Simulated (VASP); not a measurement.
Crystal: LiSi2B3.

```
Li Si B
1.0
     3.45050    0.00000    0.00000
    -1.72525    2.98822    0.00000
     0.00000    0.00000    6.09200
Li Si B
1 2 3
Direct
  0.00000 0.00000 0.50000
  0.33333 0.66667 0.50000
  0.66667 0.33333 0.50000
  0.00000 0.00000 0.74327
  0.00000 0.00000 0.25673
  0.00000 0.00000 0.00000
```

The cell was built from a structure type or drawn by symmetry, and may not be a known phase.

| Property | Result |
| --- | --- |
| Program | VASP 6.6.1 |
| Task | relaxation of cell and atoms |
| Functional | PBE |
| Potentials or basis | VASP PAW PBE potentials, release 64 (Li_sv, Si, B) |
| Cutoff | 750 eV |
| k mesh | 6 × 6 × 4 |
| Occupations | gaussian, width 0.1 eV |
| Spin | no spin polarisation |

At the start: pressure 60.6 GPa; volume 10.47 Å³/atom.

**Question.** How do energy, volume and symmetry change on relaxing?

**Answer.** Over 10 steps the energy falls by 998.0 meV/atom and the volume is 17.76 Å³/atom (+69.6 %); space group P6/mmm (No. 191, to 0.1 Å) before and after.

The path:
| step | energy change (eV) | largest force (eV/Å) | pressure (GPa) | volume (Å³) |
| --- | --- | --- | --- | --- |
| 1 | 0.0000 | 4.8449 | 60.57 | 62.81 |
| 2 | -5.8487 | 1.8758 | 2.60 | 105.85 |
| 3 | -5.8547 | 1.5440 | 4.02 | 101.91 |
| 4 | -5.8572 | 1.7206 | 3.26 | 103.95 |
| 5 | -5.8187 | 1.7128 | -3.52 | 111.46 |
| 6 | -5.9822 | 0.1730 | -0.32 | 107.24 |
| 7 | -5.9823 | 0.1332 | -0.24 | 107.16 |
| 8 | -5.9823 | 0.1030 | -0.18 | 107.09 |
| 9 | -5.9868 | 0.0347 | -0.08 | 106.77 |
| 10 | -5.9879 | 0.0152 | 0.00 | 106.53 |

Final structure:
```cif
data_structure
_symmetry_space_group_name_H-M 'P 1'
_symmetry_Int_Tables_number 1
_cell_length_a 4.1852
_cell_length_b 4.1852
_cell_length_c 7.0227
_cell_angle_alpha 90.000
_cell_angle_beta 90.000
_cell_angle_gamma 120.000
_cell_volume 106.53
loop_
_atom_site_label
_atom_site_type_symbol
_atom_site_fract_x
_atom_site_fract_y
_atom_site_fract_z
_atom_site_occupancy
Li1 Li 0.00000 0.00000 0.50000 1
Si1 Si 0.33333 0.66667 0.50000 1
Si2 Si 0.66667 0.33333 0.50000 1
B1 B 0.00000 0.00000 0.77667 1
B2 B 0.00000 0.00000 0.22333 1
B3 B 0.00000 0.00000 0.00000 1
```

Caveat: the volume moved by over 15 % at a fixed basis, so the end points are rough.
